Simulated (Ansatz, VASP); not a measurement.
# One calculation of SrAlO, two programs

```
CELL_PARAMETERS angstrom
3.65237 0.00000 0.00000
-1.82618 3.16304 0.00000
0.00000 0.00000 5.25059
ATOMIC_POSITIONS crystal
Sr 0.66667 0.33333 0.00000
Al 0.33333 0.66667 0.50000
O 0.00000 0.00000 0.50000
```

Change from the starting cell: species swapped into the GdAlGa type (P-6m2, No. 187).

Alike in both runs: task relaxation of cell and atoms; functional PBE; k mesh 12 × 12 × 10; occupations gaussian, width 0.1 eV; no spin polarisation.

```csv
,VASP,Ansatz
version,VASP 6.6.1,Ansatz 0.2.0
potentials or method,"VASP PAW PBE potentials, release 64 (Sr_sv, Al, O), cutoff 600 eV","scalar-relativistic, plane waves, PAW"
valence electrons in the cell,19,19
```

|  | VASP | Ansatz | Ansatz less VASP |
| --- | --- | --- | --- |
| gap on the k mesh at the Fermi level, each at its own relaxed structure (eV) | none | none | - |
| relaxed volume (Å³/atom) | 20.22 | 20.22 | 0.000 |
| relaxed cell length with the largest relative difference (Å) | 3.652 | 3.652 | 0.0000 |

A gap of «none» marks a metal or a gap that the smearing closes.

Noted on VASP's run: the relaxation stopped at its first step, so nothing moved.
